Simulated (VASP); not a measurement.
# BN (Fmm2) in VASP: a series of runs

BN is run at these levels: PBE+D3(BJ); tasks: single point.

Everything below comes from runs of VASP 6.6.1. Logs are shortened: lines on timing, memory, paths and dates and some standing lists are left out, and cuts for length are marked.

### 1 The cell of the first run

Symmetry: Fmm2, No. 42, orthorhombic system. Conventional cell: a = 2.578 Å, b = 6.867 Å, c = 4.103 Å, α = 90.00°, β = 90.00°, γ = 90.00°. Within 1.8 Å of B (site symmetry mm2) lie 3 N at 1.37 to 1.46 Å. N (site symmetry mm2) has 3 B at 1.37 to 1.46 Å within 1.8 Å.

### 2 Single point, PBE+D3(BJ)

File INCAR:

```
ALGO     = Normal         # electronic algorithm
EDIFF    = 1E-6           # SCF threshold, eV
ENCUT    = 520            # plane-wave cutoff, eV
GGA      = PE             # functional
ISIF     = 2              # what is computed and relaxed
ISMEAR   = 0              # smearing method
IVDW     = 12             # dispersion correction
LASPH    = True           # aspherical terms in the spheres
LCHARG   = False          # write CHGCAR
LREAL    = False          # projectors in reciprocal space
LWAVE    = False          # write WAVECAR
NBANDS   = 11             # bands
NELM     = 100            # most SCF steps
PREC     = Accurate       # precision mode
SIGMA    = 0.05           # smearing width, eV
```

File KPOINTS:

```
k-points
0
Gamma
  12 12 12
```

File POSCAR:

```
BN
1.0
    0.0000000000      3.4336012295      2.0515610543
    1.2891804159      0.0000000000      2.0515610543
    1.2891804159      3.4336012295      0.0000000000
B N
1 1
Direct
    0.0001068737      0.0001068737      0.9998931263
    0.6665931163      0.6665931163      0.3334068837
```

Potentials or basis: VASP PAW PBE potentials, release 64 (B, N).

Launch:

```
> cat potpaw_PBE.64/B/POTCAR potpaw_PBE.64/N/POTCAR > POTCAR
> mpirun -np 1 vasp_std > vasp.out
```

OUTCAR:

```text
EDIFF = 1E-6
   ENCUT = 520
   GGA = PE
   ISIF = 2
   ISMEAR = 0
   IVDW = 12
   LASPH = True
   LREAL = False
   NELM = 100
   PREC = Accurate
 IVDW          = 12

 ion  position               nearest neighbor table
   1  0.000  0.000  1.000-   2 1.37   2 1.46   2 1.46
   2  0.667  0.667  0.333-   1 1.37   1 1.46   1 1.46

  LATTYP: Found a face centered orthorhombic cell.
 ALAT       =     2.5783608318
 B/A-ratio  =     1.5913684609
 C/A-ratio  =     2.6633985338

  Lattice vectors:

 A1 = (  -0.0000000000,   3.4336012295,   2.0515610543)
 A2 = (  -1.2891804159,   3.4336012295,   0.0000000000)
 A3 = (  -1.2891804159,   0.0000000000,   2.0515610543)

Analysis of symmetry for initial positions (statically):
=====================================================================
 Subroutine PRICEL returns:
 Original cell was already a primitive cell.

 Routine SETGRP: Setting up the symmetry group for a
 face centered orthorhombic supercell.

 Subroutine GETGRP returns: Found  4 space group operations
 (whereof  4 operations were pure point group operations)
 out of a pool of  8 trial point group operations.

The static configuration has the point symmetry C_2v.

Analysis of symmetry for dynamics (positions and initial velocities):
=====================================================================
 Subroutine PRICEL returns:
 Original cell was already a primitive cell.

 Routine SETGRP: Setting up the symmetry group for a
 face centered orthorhombic supercell.

 Subroutine GETGRP returns: Found  4 space group operations
 (whereof  4 operations were pure point group operations)
 out of a pool of  8 trial point group operations.

The dynamic configuration has the point symmetry C_2v.

 Subroutine INISYM returns: Found  4 space group operations
 (whereof  4 operations are pure point group operations),
 and found     1 'primitive' translations

----------------------------------------------------------------------------------------

                                     Primitive cell

  volume of cell :      18.1626

  direct lattice vectors                    reciprocal lattice vectors
     0.000000000  3.433601229  2.051561054    -0.387843310  0.145619706  0.243716851
     1.289180416  0.000000000  2.051561054     0.387843310 -0.145619706  0.243716851
     1.289180416  3.433601229  0.000000000     0.387843310  0.145619706 -0.243716851

  length of vectors
     3.999815016  2.422991726  3.667642778     0.480651054  0.480651054  0.480651054

  position of ions in fractional coordinates (direct lattice)
     0.000106874  0.000106874  0.999893126
     0.666593116  0.666593116  0.333406884

  ion indices of the primitive-cell ions
   primitive index   ion index
                 1           1
                 2           2

----------------------------------------------------------------------------------------

 KPOINTS: k-points

Automatic generation of k-mesh.
 Grid dimensions read from file:
 generate k-points for:   12   12   12

 Generating k-lattice:

  Cartesian coordinates                     Fractional coordinates (reciprocal lattice)
    -0.032320276  0.012134975  0.020309738     0.083333333 -0.000000000  0.000000000
     0.032320276 -0.012134975  0.020309738    -0.000000000  0.083333333 -0.000000000
     0.032320276  0.012134975 -0.020309738     0.000000000  0.000000000  0.083333333

  Length of vectors
     0.040054254  0.040054254  0.040054254

  Shift w.r.t. Gamma in fractional coordinates (k-lattice)
     0.000000000  0.000000000  0.000000000

 Subroutine IBZKPT returns following result:
 ===========================================

 Found    280 irreducible k-points:

 Following reciprocal coordinates:
            Coordinates               Weight
  0.000000  0.000000  0.000000      1.000000
  0.083333 -0.000000 -0.000000      8.000000
  0.166667 -0.000000 -0.000000      8.000000
  0.250000 -0.000000 -0.000000      8.000000
  0.333333 -0.000000 -0.000000      8.000000
  0.416667  0.000000 -0.000000      8.000000
[... 16 lines left out ...]
  0.500000  0.166667 -0.000000      8.000000
 -0.416667  0.166667  0.000000      8.000000
 [... further k-points ...]
   k-points           NKPTS =    280   k-points in BZ     NKDIM =    280   number of bands    NBANDS=     11
   number of dos      NEDOS =    301   number of ions     NIONS =      2
   total plane-waves  NPLWV =  15120
   dimension x,y,z NGX =    30 NGY =   18 NGZ =   28
   dimension x,y,z NGXF=    60 NGYF=   36 NGZF=   56
   ions per type =               1   1
   NGX,Y,Z   is equivalent  to a cutoff of  12.47, 12.35, 12.69 a.u.
   NGXF,Y,Z  is equivalent  to a cutoff of  24.94, 24.70, 25.38 a.u.
 SYSTEM =  unknown system
   PREC   = accura    normal or accurate (medium, high low for compatibility)
   ISTART =      0    job   : 0-new  1-cont  2-samecut
   ICHARG =      2    charge: 1-file 2-atom 10-const
   ISPIN  =      1    spin polarized calculation?
   LNONCOLLINEAR =      F non collinear calculations
   LSORBIT =      F    spin-orbit coupling
   LASPH  =      T    aspherical Exc in radial PAW
   ENCUT  =  520.0 eV  38.22 Ry    6.18 a.u.   7.44  4.51  6.82*2*pi/ulx,y,z
   NELM   =    100;   NELMIN=  2; NELMDL= -5     # of ELM steps
   EDIFF  = 0.1E-05   stopping-criterion for ELM
   LREAL  =      F    real-space projection
   EDIFFG = 0.1E-04   stopping-criterion for IOM
   NSW    =      0    number of steps for IOM
   IBRION =     -1    ionic relax: 0-MD 1-quasi-New 2-CG
   NFREE  =      0    steps in history (QN), initial steepest desc. (CG)
   ISIF   =      2    stress and relaxation
   ISYM   =      2    0-nonsym 1-usesym 2-fastsym
   POTIM  = 0.5000    time-step for ionic-motion
   TEBEG  =    0.0;   TEEND  =   0.0 temperature during run
   PSTRESS=    0.0 pullay stress
   NELECT =       8.0000    total number of electrons
   NUPDOWN=      -1.0000    fix difference up-down
   EMIN   =  10.00;   EMAX   =-10.00  energy-range for DOS
   EFERMI =   0.00;   METHOD = LEGACY
   ISMEAR =     0;   SIGMA  =   0.05  broadening in eV -4-tet -1-fermi 0-gaus
   EFERMI_NEDOS =   21; number of points for ismear=-14 and -15
   IALGO  =     38    algorithm
   IMIX   =      4    mixing-type and parameters
     AMIX     =   0.40;   BMIX     =  1.00
     AMIX_MAG =   1.60;   BMIX_MAG =  1.00
  volume/ion in A,a.u.               =       9.08        61.28
  Fermi-wavevector in a.u.,A,eV,Ry     =   1.245601  2.353844 21.109725  1.551521
  Thomas-Fermi vector in A             =   2.379816
   LORBIT       =      0    0 simple, 1 ext, 2 COOP (PROOUT), +10 PAW based schemes
   GGA     = PE    functional components
   LHFCALC =     F    Hartree Fock is set to
   AEXX    =    0.0000 exact exchange contribution
   IVDW    =    12    specifies the selected vdW correction
   LEPSILON=     F    determine dielectric tensor
   LRPA    =     F    only Hartree local field effects (RPA)
 non-spin polarized calculation
 Gauss-broadening in eV      SIGMA  =   0.05
  energy-cutoff  :      520.00
  volume of cell :       18.16
 maximum number of plane-waves:       502
 NGX is ok and might be reduce to    30

 number of electron       8.0000001 magnetization

 Free energy of the ion-electron system (eV)
  ---------------------------------------------------
  ext. energy  EPLUGINS =         0.00000000
  ---------------------------------------------------
  free energy    TOTEN  =       -17.39573060 eV

  energy without entropy =      -17.39573060  energy(sigma->0) =      -17.39573060

 E-fermi :   2.6536     XC(G=0):  -9.9325

 val. band max:        2.4125577407   @ k =   0.5000  -0.4167   0.0833
 cond. band min:       6.3873462735   @ k =   0.0000   0.5000   0.5000
 fundamental gap:      3.9747885328
 Fermi energy:         2.6535669010

 k-point     1 :       0.0000    0.0000    0.0000
  band No.  band energies     occupation
      1     -15.8393      2.00000
      2      -2.3352      2.00000
      3       0.8093      2.00000
      4       1.0372      2.00000
      5       7.1866      0.00000
      6      13.2890      0.00000
      7      14.3169      0.00000
      8      15.6204      0.00000
      9      18.4078      0.00000
     10      28.8382      0.00000
     11      29.1272      0.00000

 k-point     2 :       0.0833   -0.0000   -0.0000
  band No.  band energies     occupation
      1     -15.7026      2.00000
      2      -2.2059      2.00000
      3       0.2362      2.00000
      4       0.7738      2.00000
      5       7.5077      0.00000
      6      13.5572      0.00000
      7      14.7558      0.00000
      8      15.1375      0.00000
      9      18.6728      0.00000
     10      27.2878      0.00000
     11      29.1890      0.00000

 k-point     3 :       0.1667   -0.0000   -0.0000
  band No.  band energies     occupation
      1     -15.3005      2.00000
      2      -1.8254      2.00000
      3      -1.2488      2.00000
      4       0.2141      2.00000
      5       8.3580      0.00000
      6      13.6897      0.00000
      7      14.0121      0.00000
      8      16.1282      0.00000
      9      19.5275      0.00000
     10      24.7426      0.00000
     11      29.2810      0.00000

 k-point     4 :       0.2500   -0.0000   -0.0000
  band No.  band energies     occupation
      1     -14.6620      2.00000
      2      -3.1146      2.00000
      3      -1.1706      2.00000
      4      -0.4349      2.00000
      5       9.4744      0.00000
      6      11.9136      0.00000
      7      14.2903      0.00000
      8      17.9259      0.00000
      9      20.9084      0.00000
     10      22.7814      0.00000
     11      28.2334      0.00000

 k-point     5 :       0.3333   -0.0000   -0.0000
  band No.  band energies     occupation
      1     -13.8590      2.00000
      2      -4.9265      2.00000
      3      -1.0024      2.00000
      4      -0.3273      2.00000
      5       9.1596      0.00000
      6      11.7212      0.00000
      7      14.4770      0.00000
      8      19.5839      0.00000
      9      21.2223      0.00000
     10      22.7071      0.00000
     11      27.2651      0.00000
[... 211 lines left out ...]
 k-point    21 :       0.3333    0.1667   -0.0000
  band No.  band energies     occupation
      1     -14.1717      2.00000
      2      -3.5439      2.00000
      3      -1.5999      2.00000
      4      -0.3830      2.00000
      5       9.8858      0.00000
      6      11.2902      0.00000
      7      14.4347      0.00000
      8      17.1278      0.00000
      9      21.2848      0.00000
     10      22.6286      0.00000
     11      28.3885      0.00000

 k-point    22 :       0.4167    0.1667   -0.0000
  band No.  band energies     occupation
      1     -13.3886      2.00000
      2      -5.0729      2.00000
      3      -2.2837      2.00000
      4       0.4551      2.00000
      5       9.0402      0.00000
      6      11.9357      0.00000
      7      15.6318      0.00000
      8      17.4080      0.00000
      9      19.5300      0.00000
     10      24.2096      0.00000
     11      26.9366      0.00000

 k-point    23 :       0.5000    0.1667   -0.0000
  band No.  band energies     occupation
      1     -12.6691      2.00000
      2      -6.2569      2.00000
      3      -2.7746      2.00000
      4       1.2076      2.00000
      5       7.5871      0.00000
      6      13.6327      0.00000
      7      16.2363      0.00000
      8      17.7349      0.00000
      9      19.2258      0.00000
     10      24.5646      0.00000
     11      25.2960      0.00000

 k-point    24 :      -0.4167    0.1667    0.0000
  band No.  band energies     occupation
      1     -12.4117      2.00000
      2      -6.6205      2.00000
      3      -3.0015      2.00000
      4       1.3734      2.00000
      5       7.1090      0.00000
      6      14.5435      0.00000
      7      16.4796      0.00000
      8      17.6544      0.00000
      9      20.3681      0.00000
     10      23.4063      0.00000
     11      25.0389      0.00000

 [... further k-points ...]

------------------------ aborting loop because EDIFF is reached ----------------------------------------

 Edisp (eV)   -0.27816

 E8    (eV) :    -0.0812

  FORCE on cell =-STRESS in cart. coord.  units (eV):
  Direction    XX          YY          ZZ          XY          YZ          ZX
  --------------------------------------------------------------------------------------
  -------------------------------------------------------------------------------------
  Total      -1.65345    -0.13866     5.77729     0.00000     0.00000     0.00000
  in kB    -145.85534   -12.23148   509.63195     0.00000     0.00000     0.00000
  external pressure =      117.18 kB  Pullay stress =        0.00 kB

 VOLUME and BASIS-vectors are now :
 -----------------------------------------------------------------------------
  energy-cutoff  :      520.00
  volume of cell :       18.16
      direct lattice vectors                 reciprocal lattice vectors
     0.000000000  3.433601229  2.051561054    -0.387843310  0.145619706  0.243716851
     1.289180416  0.000000000  2.051561054     0.387843310 -0.145619706  0.243716851
     1.289180416  3.433601229  0.000000000     0.387843310  0.145619706 -0.243716851

 POSITION                                       TOTAL-FORCE (eV/Angst)
 -----------------------------------------------------------------------------------
      1.28918      3.43360      0.00044         0.000000      0.000000      1.554560
      1.28918      3.43360      2.73511         0.000000      0.000000     -1.554560
 -----------------------------------------------------------------------------------
    total drift:                                0.000001     -0.000017     -0.000154

  FREE ENERGIE OF THE ION-ELECTRON SYSTEM (eV)
  ---------------------------------------------------
  free  energy   TOTEN  =       -17.6738884979 eV

  energy  without entropy=      -17.6738884979  energy(sigma->0) =      -17.67388850
```

Run time: 68 s. Hardware: 1 thread of Intel Xeon 8259CL, shared host; peak memory 0.19 GiB.

Results:

```
Free energy                : -17.6739 eV
Pressure                   : 11.7 GPa
Largest force              : 1.555 eV/Å
Band gap on the k mesh     : 3.97 eV (least direct gap 4.65 eV)
Dispersion energy per atom : -0.139 eV
```

Forces on the atoms (eV/Å):
```
B    0.000  0.000  1.555
N    0.000  0.000 -1.555
```

Caveat: the cell stands under pressure; forces of over 1 eV/Å act on the atoms, so gaps and moduli don't describe the material at rest. A k mesh can miss the band edges.

### 3 Single point, PBE+D3(BJ)

This run uses another cell than the first one, of the same volume but with other edges.

File INCAR:

```
PREC = Accurate
ENCUT = 520
EDIFF = 1E-7
ISMEAR = 0
SIGMA = 0.05
LREAL = False
LASPH = True
NELM = 60
ALGO = Normal
ISIF = 2
LWAVE = False
LCHARG = False
GGA = PE
IVDW = 12
NBANDS = 11
```

File KPOINTS:

```
regular mesh
0
Gamma
  12 12 12
```

File POSCAR:

```
BN
1.0
    0.0000000000      3.2350542643      2.3111121351
    1.2146339436      0.0000000000      2.3111121351
    1.2146339436      3.2350542643      0.0000000000
B N
1 1
Direct
    0.0001068737      0.0001068737      0.9998931263
    0.6665931163      0.6665931163      0.3334068837
```

Potentials or basis: VASP PAW PBE potentials, release 64 (B, N).

Launch:

```
> cat potpaw_PBE.64/B/POTCAR potpaw_PBE.64/N/POTCAR > POTCAR
> mpirun -np 1 vasp_std > vasp.out
```

OUTCAR:

```text
PREC = Accurate
   ENCUT = 520
   EDIFF = 1E-7
   ISMEAR = 0
   LREAL = False
   LASPH = True
   NELM = 60
   ISIF = 2
   GGA = PE
   IVDW = 12
 IVDW          = 12

 ion  position               nearest neighbor table
   1  0.000  0.000  1.000-   2 1.44   2 1.44   2 1.54
   2  0.667  0.667  0.333-   1 1.44   1 1.44   1 1.54

  LATTYP: Found a face centered orthorhombic cell.
 ALAT       =     2.4292678872
 B/A-ratio  =     1.9027231597
 C/A-ratio  =     2.6633985336

  Lattice vectors:

 A1 = (   0.0000000000,   3.2350542643,   2.3111121351)
 A2 = (  -1.2146339436,   3.2350542643,   0.0000000000)
 A3 = (  -1.2146339436,   0.0000000000,   2.3111121351)

Analysis of symmetry for initial positions (statically):
=====================================================================
 Subroutine PRICEL returns:
 Original cell was already a primitive cell.

 Routine SETGRP: Setting up the symmetry group for a
 face centered orthorhombic supercell.

 Subroutine GETGRP returns: Found  4 space group operations
 (whereof  4 operations were pure point group operations)
 out of a pool of  8 trial point group operations.

The static configuration has the point symmetry C_2v.

[... 172 lines left out ...]
      3       0.6118      2.00000
      4       1.2602      2.00000
      5       7.4945      0.00000
      6      11.9496      0.00000
      7      14.6123      0.00000
      8      14.9423      0.00000
      9      17.2238      0.00000
     10      27.0540      0.00000
     11      30.8433      0.00000
[... 309 lines left out ...]
 k-point    24 :      -0.4167    0.1667    0.0000
  band No.  band energies     occupation
      1     -11.7790      2.00000
      2      -5.9714      2.00000
      3      -3.3370      2.00000
      4       2.0059      2.00000
      5       7.0167      0.00000
      6      12.5954      0.00000
      7      15.4923      0.00000
      8      17.7991      0.00000
      9      21.3561      0.00000
     10      22.4005      0.00000
     11      25.6330      0.00000

 [... further k-points ...]

------------------------ aborting loop because EDIFF is reached ----------------------------------------

 Edisp (eV)   -0.28185

 E8    (eV) :    -0.0829

  FORCE on cell =-STRESS in cart. coord.  units (eV):
  Direction    XX          YY          ZZ          XY          YZ          ZX
  --------------------------------------------------------------------------------------
  -------------------------------------------------------------------------------------
  Total       2.24908     0.17455    -5.39368     0.00000     0.00000     0.00000
  in kB     198.39837    15.39729  -475.79233     0.00000     0.00000     0.00000
  external pressure =      -87.33 kB  Pullay stress =        0.00 kB

 VOLUME and BASIS-vectors are now :
 -----------------------------------------------------------------------------
  energy-cutoff  :      520.00
  volume of cell :       18.16
      direct lattice vectors                 reciprocal lattice vectors
     0.000000000  3.235054264  2.311112135    -0.411646655  0.154556913  0.216346058
     1.214633944  0.000000000  2.311112135     0.411646655 -0.154556913  0.216346058
     1.214633944  3.235054264  0.000000000     0.411646655  0.154556913 -0.216346058

 POSITION                                       TOTAL-FORCE (eV/Angst)
 -----------------------------------------------------------------------------------
      1.21463      3.23505      0.00049         0.000000      0.000000     -0.585853
      1.21463      3.23505      3.08114         0.000000      0.000000      0.585853
 -----------------------------------------------------------------------------------
    total drift:                                0.000000      0.000007     -0.000074

  FREE ENERGIE OF THE ION-ELECTRON SYSTEM (eV)
  ---------------------------------------------------
  free  energy   TOTEN  =       -17.6414704853 eV

  energy  without entropy=      -17.6414704853  energy(sigma->0) =      -17.64147049
```

It took 82 s on 1 thread of Intel Xeon 8259CL, shared host; peak memory 0.2 GiB.

Results:

* Free energy: -17.6415 eV
* Pressure: -8.7 GPa
* Largest force: 0.586 eV/Å
* Band gap on the k mesh: 2.98 eV (least direct gap 4.56 eV)
* Dispersion energy per atom: -0.141 eV

Forces in eV/Å, atoms in the order of the input:
```
B    0.000  0.000 -0.586
N    0.000  0.000  0.586
```

Levels at points of the mesh, in eV from the valence-band top:
| k point | band 2 | band 3 | band 4 | band 5 | band 6 | band 7 |
| --- | --- | --- | --- | --- | --- | --- |
| (0.00, 0.00, 0.00) | -3.95 | -1.94 | -1.29 | 4.94 | 9.40 | 12.06 |
| (0.50, 0.00, 0.00) | -8.84 | -4.67 | -0.85 | 4.41 | 8.29 | 13.37 |
| (0.50, 0.50, 0.00) | -9.31 | -3.33 | -0.85 | 5.93 | 9.83 | 11.80 |
| (0.50, 0.00, 0.50) | -6.37 | -1.89 | -1.34 | 8.84 | 9.91 | 11.86 |
| (0.00, 0.50, 0.50) | -8.93 | -3.41 | -2.43 | 2.98 | 11.13 | 15.04 |

Caveat: the cell stands under tension.

(Part 1 of 2 ends here.)
